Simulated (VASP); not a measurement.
# ZnCd2Se3 (I-4m2) in VASP: notebook

The runs below take ZnCd2Se3 through single point, with PBE.

Everything below comes from runs of VASP 6.6.1. Logs are shortened: lines on timing, memory, paths and dates and some standing lists are left out, and cuts for length are marked.

**1. The cell of the first run**

The structure is tetragonal, space group I-4m2 (No. 119). Conventional cell: a = 4.254 Å, b = 4.254 Å, c = 18.269 Å, α = 90.00°, β = 90.00°, γ = 90.00°. Zn (site symmetry -4m2) has 4 Se at 2.52 Å within 3.3 Å. Within 3.5 Å of Cd (site symmetry 2mm) lie 4 Se at 2.67 Å. Within 3.3 Å of Se (site symmetry 2mm) lie 2 Zn at 2.52 Å and 2 Cd at 2.67 Å. Se (site symmetry -4m2) has 4 Cd at 2.67 Å within 3.5 Å.

**2. Single point, PBE**

File INCAR:

```
ALGO     = Normal         # electronic algorithm
EDIFF    = 1E-7           # SCF threshold, eV
ENCUT    = 520            # plane-wave cutoff, eV
GGA      = PE             # functional
ISIF     = 2              # what is computed and relaxed
ISMEAR   = 0              # smearing method
LASPH    = T              # aspherical terms in the spheres
LCHARG   = F              # write CHGCAR
LREAL    = F              # projectors in reciprocal space
LWAVE    = F              # write WAVECAR
NBANDS   = 36             # bands
NELM     = 100            # most SCF steps
PREC     = Accurate       # precision mode
SIGMA    = 0.02           # smearing width, eV
```

File KPOINTS:

```
k-points
0
Gamma
  10 10 10
```

File POSCAR:

```
ZnCd2Se3
1.0
   -2.1270611000      2.1270611000      9.1343846000
    2.1270611000     -2.1270611000      9.1343846000
    2.1270611000      2.1270611000     -9.1343846000
Zn Cd Se
1 2 3
Direct
    0.5000000000      0.5000000000      0.0000000000
    0.8380540000      0.8380540000      0.0000000000
    0.1619460000      0.1619460000      0.0000000000
    0.4265150000      0.9265150000      0.5000000000
    0.0734850000      0.5734850000      0.5000000000
    0.7500000000      0.2500000000      0.5000000000
```

Potentials or basis: VASP PAW PBE potentials, release 64 (Zn, Cd, Se).

Launch:

```bash
$ cat potpaw_PBE.64/Zn/POTCAR potpaw_PBE.64/Cd/POTCAR potpaw_PBE.64/Se/POTCAR > POTCAR
$ mpirun -np 1 vasp_std > vasp.out
```

OUTCAR:

```text
EDIFF = 1E-7
   ENCUT = 520
   GGA = PE
   ISIF = 2
   ISMEAR = 0
   LASPH = T
   LREAL = F
   NELM = 100
   PREC = Accurate

 ion  position               nearest neighbor table
   1  0.500  0.500  0.000-   5 2.52   4 2.52   5 2.52   4 2.52
   2  0.838  0.838  0.000-   6 2.67   6 2.67   4 2.67   4 2.67
   3  0.162  0.162  0.000-   6 2.67   6 2.67   5 2.67   5 2.67
   4  0.427  0.927  0.500-   1 2.52   1 2.52   2 2.67   2 2.67
   5  0.073  0.573  0.500-   1 2.52   1 2.52   3 2.67   3 2.67
   6  0.750  0.250  0.500-   2 2.67   3 2.67   2 2.67   3 2.67

  LATTYP: Found a body centered tetragonal cell.
 ALAT       =     4.2541222000
 C/A-ratio  =     4.2943686949

  Lattice vectors:

 A1 = (  -2.1270611000,   2.1270611000,   9.1343846000)
 A2 = (   2.1270611000,  -2.1270611000,   9.1343846000)
 A3 = (   2.1270611000,   2.1270611000,  -9.1343846000)

Analysis of symmetry for initial positions (statically):
=====================================================================
 Subroutine PRICEL returns:
 Original cell was already a primitive cell.

 Routine SETGRP: Setting up the symmetry group for a
 body centered tetragonal supercell.

 Subroutine GETGRP returns: Found  8 space group operations
 (whereof  8 operations were pure point group operations)
 out of a pool of 16 trial point group operations.

The static configuration has the point symmetry D_2d.

Analysis of symmetry for dynamics (positions and initial velocities):
=====================================================================
 Subroutine PRICEL returns:
 Original cell was already a primitive cell.

 Routine SETGRP: Setting up the symmetry group for a
 body centered tetragonal supercell.

 Subroutine GETGRP returns: Found  8 space group operations
 (whereof  8 operations were pure point group operations)
 out of a pool of 16 trial point group operations.

The dynamic configuration has the point symmetry D_2d.

 Subroutine INISYM returns: Found  8 space group operations
 (whereof  8 operations are pure point group operations),
 and found     1 'primitive' translations

----------------------------------------------------------------------------------------

                                     Primitive cell

  volume of cell :     165.3100

  direct lattice vectors                    reciprocal lattice vectors
    -2.127061100  2.127061100  9.134384600     0.000000000  0.235066120  0.054738225
     2.127061100 -2.127061100  9.134384600     0.235066120  0.000000000  0.054738225
     2.127061100  2.127061100 -9.134384600     0.235066120  0.235066120  0.000000000

  length of vectors
     9.616951693  9.616951693  9.616951693     0.241355245  0.241355245  0.332433695

  position of ions in fractional coordinates (direct lattice)
     0.500000000  0.500000000  0.000000000
     0.838054000  0.838054000  0.000000000
     0.161946000  0.161946000  0.000000000
     0.426515000  0.926515000  0.500000000
     0.073485000  0.573485000  0.500000000
     0.750000000  0.250000000  0.500000000

  ion indices of the primitive-cell ions
   primitive index   ion index
                 1           1
                 2           2
                 3           3
                 4           4
                 5           5
                 6           6

----------------------------------------------------------------------------------------

 KPOINTS: k-points

Automatic generation of k-mesh.
 Grid dimensions read from file:
 generate k-points for:   10   10   10

 Generating k-lattice:

  Cartesian coordinates                     Fractional coordinates (reciprocal lattice)
     0.000000000  0.023506612  0.005473823     0.100000000  0.000000000 -0.000000000
     0.023506612  0.000000000  0.005473823     0.000000000  0.100000000 -0.000000000
     0.023506612  0.023506612  0.000000000     0.000000000  0.000000000  0.100000000

  Length of vectors
     0.024135524  0.024135524  0.033243370

  Shift w.r.t. Gamma in fractional coordinates (k-lattice)
     0.000000000  0.000000000  0.000000000

 Subroutine IBZKPT returns following result:
 ===========================================

 Found    102 irreducible k-points:

 Following reciprocal coordinates:
            Coordinates               Weight
  0.000000  0.000000  0.000000      1.000000
  0.100000 -0.000000  0.000000      8.000000
  0.200000 -0.000000  0.000000      8.000000
  0.300000  0.000000 -0.000000      8.000000
  0.400000 -0.000000  0.000000      8.000000
  0.500000  0.000000 -0.000000      4.000000
[... 16 lines left out ...]
  0.300000  0.300000 -0.000000      8.000000
  0.400000  0.300000  0.000000     16.000000
 [... further k-points ...]
   k-points           NKPTS =    102   k-points in BZ     NKDIM =    102   number of bands    NBANDS=     36
   number of dos      NEDOS =    301   number of ions     NIONS =      6
   total plane-waves  NPLWV = 373248
   dimension x,y,z NGX =    72 NGY =   72 NGZ =   72
   dimension x,y,z NGXF=   144 NGYF=  144 NGZF=  144
   ions per type =               1   2   3
   NGX,Y,Z   is equivalent  to a cutoff of  12.45, 12.45, 12.45 a.u.
   NGXF,Y,Z  is equivalent  to a cutoff of  24.89, 24.89, 24.89 a.u.
 SYSTEM =  unknown system
   PREC   = accura    normal or accurate (medium, high low for compatibility)
   ISTART =      0    job   : 0-new  1-cont  2-samecut
   ICHARG =      2    charge: 1-file 2-atom 10-const
   ISPIN  =      1    spin polarized calculation?
   LNONCOLLINEAR =      F non collinear calculations
   LSORBIT =      F    spin-orbit coupling
   LASPH  =      T    aspherical Exc in radial PAW
   ENCUT  =  520.0 eV  38.22 Ry    6.18 a.u.  17.88 17.88 17.88*2*pi/ulx,y,z
   NELM   =    100;   NELMIN=  2; NELMDL= -5     # of ELM steps
   EDIFF  = 0.1E-06   stopping-criterion for ELM
   LREAL  =      F    real-space projection
   EDIFFG = 0.1E-05   stopping-criterion for IOM
   NSW    =      0    number of steps for IOM
   IBRION =     -1    ionic relax: 0-MD 1-quasi-New 2-CG
   NFREE  =      0    steps in history (QN), initial steepest desc. (CG)
   ISIF   =      2    stress and relaxation
   ISYM   =      2    0-nonsym 1-usesym 2-fastsym
   POTIM  = 0.5000    time-step for ionic-motion
   TEBEG  =    0.0;   TEEND  =   0.0 temperature during run
   PSTRESS=    0.0 pullay stress
   NELECT =      54.0000    total number of electrons
   NUPDOWN=      -1.0000    fix difference up-down
   EMIN   =  10.00;   EMAX   =-10.00  energy-range for DOS
   EFERMI =   0.00;   METHOD = LEGACY
   ISMEAR =     0;   SIGMA  =   0.02  broadening in eV -4-tet -1-fermi 0-gaus
   EFERMI_NEDOS =   21; number of points for ismear=-14 and -15
   IALGO  =     38    algorithm
   IMIX   =      4    mixing-type and parameters
     AMIX     =   0.40;   BMIX     =  1.00
     AMIX_MAG =   1.60;   BMIX_MAG =  1.00
  volume/ion in A,a.u.               =      27.55       185.93
  Fermi-wavevector in a.u.,A,eV,Ry     =   1.127474  2.130616 17.295679  1.271197
  Thomas-Fermi vector in A             =   2.264160
   LORBIT       =      0    0 simple, 1 ext, 2 COOP (PROOUT), +10 PAW based schemes
   GGA     = PE    functional components
   LHFCALC =     F    Hartree Fock is set to
   AEXX    =    0.0000 exact exchange contribution
   IVDW    =     0    specifies the selected vdW correction
   LEPSILON=     F    determine dielectric tensor
   LRPA    =     F    only Hartree local field effects (RPA)
 non-spin polarized calculation
 Gauss-broadening in eV      SIGMA  =   0.02
  energy-cutoff  :      520.00
  volume of cell :      165.31
 maximum number of plane-waves:      4474
   NGX = 35   NGY = 35   NGZ = 35

 number of electron      54.0000005 magnetization

 Free energy of the ion-electron system (eV)
  ---------------------------------------------------
  ext. energy  EPLUGINS =         0.00000000
  ---------------------------------------------------
  free energy    TOTEN  =       -16.95784475 eV

  energy without entropy =      -16.95784475  energy(sigma->0) =      -16.95784475

 E-fermi :   0.9431     XC(G=0):  -8.8167

 val. band max:        0.8100818387   @ k =   0.0000   0.0000   0.0000
 cond. band min:       1.4210163980   @ k =   0.0000   0.0000   0.0000
 fundamental gap:      0.6109345593
 Fermi energy:         0.9431171352

 k-point     1 :       0.0000    0.0000    0.0000
  band No.  band energies     occupation
      1     -11.7852      2.00000
      2     -11.3412      2.00000
      3     -11.2336      2.00000
      4      -6.9729      2.00000
      5      -6.9729      2.00000
      6      -6.9525      2.00000
[... 28 lines left out ...]
     35       6.7084      0.00000
     36       8.4041      0.00000

 k-point     2 :       0.1000   -0.0000    0.0000
  band No.  band energies     occupation
      1     -11.7558      2.00000
      2     -11.3373      2.00000
      3     -11.2251      2.00000
      4      -6.9697      2.00000
      5      -6.9689      2.00000
      6      -6.9501      2.00000
[... 28 lines left out ...]
     35       6.8674      0.00000
     36       8.0367      0.00000

 k-point     3 :       0.2000   -0.0000    0.0000
  band No.  band energies     occupation
      1     -11.6739      2.00000
      2     -11.3247      2.00000
      3     -11.2093      2.00000
      4      -6.9608      2.00000
      5      -6.9563      2.00000
      6      -6.9434      2.00000
[... 28 lines left out ...]
     35       7.1759      0.00000
     36       7.5530      0.00000
[... 742 lines left out ...]
 k-point    23 :       0.3000    0.3000   -0.0000
  band No.  band energies     occupation
      1     -11.3739      2.00000
      2     -11.2494      2.00000
      3     -11.1577      2.00000
      4      -6.9142      2.00000
      5      -6.8727      2.00000
      6      -6.8651      2.00000
[... 28 lines left out ...]
     35       7.5182      0.00000
     36       7.9762      0.00000

 k-point    24 :       0.4000    0.3000    0.0000
  band No.  band energies     occupation
      1     -11.2857      2.00000
      2     -11.2153      2.00000
      3     -11.1666      2.00000
      4      -6.9050      2.00000
      5      -6.8553      2.00000
      6      -6.8475      2.00000
[... 28 lines left out ...]
     35       7.6882      0.00000
     36       8.3324      0.00000

 [... further k-points ...]

------------------------ aborting loop because EDIFF is reached ----------------------------------------

  FORCE on cell =-STRESS in cart. coord.  units (eV):
  Direction    XX          YY          ZZ          XY          YZ          ZX
  --------------------------------------------------------------------------------------
  -------------------------------------------------------------------------------------
  Total        0.2453986      0.2453986      0.2638817      0.0000000     -0.0000000      0.0000000
  in kB        2.3783923      2.3783923      2.5575292      0.0000000     -0.0000000      0.0000000
  external PRESSURE =       2.4381046 kB  Pullay stress =       0.0000000 kB

 VOLUME and BASIS-vectors are now :
 -----------------------------------------------------------------------------
  energy-cutoff  :      520.00
  volume of cell :      165.31
      direct lattice vectors                 reciprocal lattice vectors
    -2.127061100  2.127061100  9.134384600     0.000000000  0.235066120  0.054738225
     2.127061100 -2.127061100  9.134384600     0.235066120  0.000000000  0.054738225
     2.127061100  2.127061100 -9.134384600     0.235066120  0.235066120  0.000000000

 POSITION                                       TOTAL-FORCE (eV/Angst)
 -----------------------------------------------------------------------------------
      0.00000      0.00000      9.13438        -0.000000      0.000000      0.000000
      0.00000      0.00000     15.31022        -0.000000      0.000000     -0.000441
      0.00000      0.00000      2.95855        -0.000000      0.000000      0.000441
      2.12706      0.00000      7.79190         0.000000     -0.000000      0.018602
      2.12706      0.00000      1.34248         0.000000     -0.000000     -0.018602
      0.00000      2.12706      4.56719        -0.000000      0.000000      0.000000
 -----------------------------------------------------------------------------------
    total drift:                               -0.000002      0.000002      0.000000

  FREE ENERGIE OF THE ION-ELECTRON SYSTEM (eV)
  ---------------------------------------------------
  free  energy   TOTEN  =       -16.9578447472 eV

  energy  without entropy=      -16.9578447472  energy(sigma->0) =      -16.95784475
```

Run time: 22 min. Hardware: 1 thread of Intel Xeon Platinum 8559C (Emerald Rapids), shared host; peak memory 1.1 GiB.

Results:

* Free energy: -16.9578 eV
* Pressure: 0.2 GPa
* Largest force: 0.019 eV/Å
* Band gap on the k mesh: 0.61 eV

Forces in eV/Å, atoms in the order of the input:
```
Zn   0.000  0.000  0.000
Cd   0.000  0.000  0.000
Cd   0.000  0.000  0.000
Se   0.000  0.000  0.019
Se   0.000  0.000 -0.019
Se   0.000  0.000  0.000
```

Caveat: semilocal functionals underestimate gaps, and a narrow one can read as zero. A k mesh can miss the band edges.

**3. Single point, PBE (28.38 Å³/atom)**

This run uses another cell than the first one, of 28.38 Å³/atom.

File INCAR:

```
SYSTEM = ZnCd2Se3
  PREC = Accurate
  ENCUT = 520
  EDIFF = 1E-7
  ISMEAR = 0
  SIGMA = 0.02
  LREAL = .FALSE.
  LASPH = .TRUE.
  NELM = 80
  ALGO = Normal
  ISIF = 2
  LWAVE = .FALSE.
  LCHARG = .FALSE.
  GGA = PE
  NBANDS = 36
```

File KPOINTS:

```
regular mesh
0
G
  10 10 10
  0 0 0
```

File POSCAR:

```
ZnCd2Se3
1.0
   -2.1486065290      2.1486065290      9.2206739740
    2.1486065290     -2.1486065290      9.2206739740
    2.1486065290      2.1486065290     -9.2206739740
Zn Cd Se
1 2 3
Direct
    0.5000000000      0.5000000000      0.0000000000
    0.8379430341      0.8379430341      0.0000000000
    0.1620569659      0.1620569659      0.0000000000
    0.4263470498      0.9263470498      0.5000000000
    0.0736529502      0.5736529502      0.5000000000
    0.7500000000      0.2500000000      0.5000000000
```

Potentials or basis: VASP PAW PBE potentials, release 64 (Zn, Cd, Se).

Launch:

```bash
$ cat potpaw_PBE.64/Zn/POTCAR potpaw_PBE.64/Cd/POTCAR potpaw_PBE.64/Se/POTCAR > POTCAR
$ mpirun -np 1 vasp_std > vasp.out
```

Wall time 31 min (1 thread of Intel Xeon Platinum 8259CL at 2.50GHz (Skylake/Cascade Lake), shared host); peak memory 1.1 GiB.

It converged, with:

| Quantity | Value |
| --- | --- |
| Free energy | -16.9437 eV |
| Pressure | -1.1 GPa |
| Largest force | 0.017 eV/Å |
| Band gap on the k mesh | 0.54 eV |

Forces in eV/Å, atoms in the order of the input:
```
Zn   0.000  0.000  0.000
Cd   0.000  0.000  0.004
Cd   0.000  0.000 -0.004
Se   0.000  0.000  0.017
Se   0.000  0.000 -0.017
Se   0.000  0.000  0.000
```

Levels at points of the mesh, in eV from the valence-band top:
| k point | band 24 | band 25 | band 26 | band 27 | band 28 | band 29 | band 30 | band 31 |
| --- | --- | --- | --- | --- | --- | --- | --- | --- |
| (0.00, 0.00, 0.00) | -1.16 | -0.11 | 0.00 | 0.00 | 0.54 | 3.29 | 3.56 | 3.74 |
| (0.50, 0.00, 0.00) | -1.01 | -0.72 | -0.59 | -0.55 | 2.25 | 3.16 | 3.34 | 5.68 |
| (0.50, 0.50, 0.00) | -1.98 | -1.98 | -1.71 | -1.71 | 3.20 | 3.50 | 4.32 | 4.34 |
| (0.50, 0.50, 0.50) | -0.60 | -0.60 | -0.41 | -0.41 | 2.32 | 2.38 | 3.32 | 3.53 |

Caveat: semilocal functionals underestimate gaps, and a narrow one can read as zero.
